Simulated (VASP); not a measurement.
Input of a VASP 6.6.1 run:

Contents of INCAR:

```
PREC = Accurate
ENCUT = 520
EDIFF = 1E-6
ISMEAR = 0
SIGMA = 0.05
LREAL = F
LASPH = T
NELM = 100
ALGO = Normal
ISIF = 2
LWAVE = F
LCHARG = F
GGA = PE
NBANDS = 15
```

KPOINTS

```
regular mesh
0
Gamma
  6 6 4
```

The input POSCAR:

```
MgI2
1.0
    4.0913946196      0.0000000000      0.0000000000
   -2.0456973098      3.5432516774      0.0000000000
    0.0000000000      0.0000000000      6.6561400000
Mg I
1 2
Direct
    0.0000000000      0.0000000000      0.0000000000
    0.3333333333      0.6666666667      0.7576300000
    0.6666666667      0.3333333333      0.2423700000
```

Potentials or basis: VASP PAW PBE potentials, release 64 (Mg, I).

Command:

```console
$ cat potpaw_PBE.64/Mg/POTCAR potpaw_PBE.64/I/POTCAR > POTCAR
$ mpirun -np 1 vasp_std > vasp.out
```

Problem. Estimate the band gap on the k mesh.

Solution. 3.45 eV, indirect (least direct gap 3.84 eV).

Problem. Predict the pressure.

Solution. 3.5 GPa.

Problem. Predict the largest force.

Solution. 0.385 eV/Å.

Forces on the atoms (eV/Å):
```
Mg   0.000  0.000  0.000
I    0.000  0.000 -0.385
I    0.000  0.000  0.385
```

Caveat: the cell differs from its parent crystal (strain -0.015 along x and y, -0.030 along z); spin-orbit coupling is left out, which moves the levels of the heavy elements; this functional lacks dispersion, which binds the layers, so the pressure and a relaxed spacing across them are unreliable. A k mesh can miss the band edges.
